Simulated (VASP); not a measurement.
## LaPd2: single point with PBEsol

Crystal: LaPd2.

```
La Pd
1.0
    -2.00387    2.00387    4.47173
     2.00387   -2.00387    4.47173
     2.00387    2.00387   -4.47173
La Pd
1 2
Direct
  0.00000 0.00000 0.00000
  0.25000 0.75000 0.50000
  0.75000 0.25000 0.50000
```

```
Program                : VASP 6.6.1
Task                   : single point
Functional             : PBEsol
Potentials or basis    : VASP PAW PBE potentials, release 64 (La, Pd)
Cutoff                 : 520 eV
k mesh                 : 8 × 8 × 8
Occupations            : gaussian, width 0.1 eV
Spin                   : no spin polarisation
Dipole correction      : no
Further INCAR settings : ALGO = Normal; EDIFF = 1e-06; NBANDS = 22
```

| Property | Result |
| --- | --- |
| Pressure | -5.0 GPa |
| Band gap on the k mesh | zero (an odd number of electrons rules out a gap without spin polarisation) |

Levels at points of the mesh, in eV from the Fermi level:
```tsv
k point	band 13	band 14	band 15	band 16	band 17	band 18	band 19	band 20
(0.00, 0.00, 0.00)	-2.05	-1.02	-0.22	-0.14	1.65	1.71	1.71	2.14
(0.50, 0.00, 0.00)	-2.45	-2.21	-1.85	-0.55	0.26	2.04	2.10	2.36
(0.50, 0.50, 0.00)	-1.78	-1.74	-1.15	1.19	1.45	1.51	2.15	2.16
(0.50, 0.50, 0.50)	-1.83	-1.68	-0.96	-0.14	1.84	2.11	2.16	2.16
```

Wall time 3.1 min on 1 thread of Oxide Virtual Turin-like Processor, with other jobs on the host, peak memory 0.28 GiB.

Caveat: the cell stands under tension; the PAW data sets were made with another functional, which shifts forces and pressure a little; spin-orbit coupling is left out, which moves the levels of the heavy elements.
